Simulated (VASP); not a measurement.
Input of a VASP 6.6.1 run:

The input INCAR:

```
SYSTEM = Ti
PREC     = Accurate       ! precision mode
ENCUT    = 520            ! plane-wave cutoff, eV
EDIFF    = 1E-7           ! SCF threshold, eV
ISMEAR   = -1             ! smearing method
SIGMA    = 0.05           ! smearing width, eV
LREAL    = .FALSE.        ! projectors in reciprocal space
LASPH    = .TRUE.         ! aspherical terms in the spheres
NELM     = 60             ! most SCF steps
ALGO     = Normal         ! electronic algorithm
ISIF     = 2              ! what is computed and relaxed
LWAVE    = .FALSE.        ! write WAVECAR
LCHARG   = .FALSE.        ! write CHGCAR
GGA      = PE             ! functional
NBANDS   = 12             ! bands
```

KPOINTS

```
Automatic mesh
0
G
  14 14 14
  0 0 0
```

POSCAR

```
Ti
1.0
    2.6391381769      0.0000000000      0.0000000000
    0.0000000000      2.6391381769      0.0000000000
    0.0000000000      0.0000000000      2.6391381769
Ti
1
Direct
    0.0000000000      0.0000000000      0.0000000000
```

Potentials or basis: VASP PAW PBE potentials, release 64 (Ti_sv).

Launch:

```bash
$ cat potpaw_PBE.64/Ti_sv/POTCAR > POTCAR
$ mpirun -np 1 vasp_std > vasp.out
```

Question: Estimate the pressure.

Answer: -0.1 GPa.

Question: What does it give for the band gap on the k mesh?

Answer: Zero (bands 6 and 7 overlap by 1.92 eV).
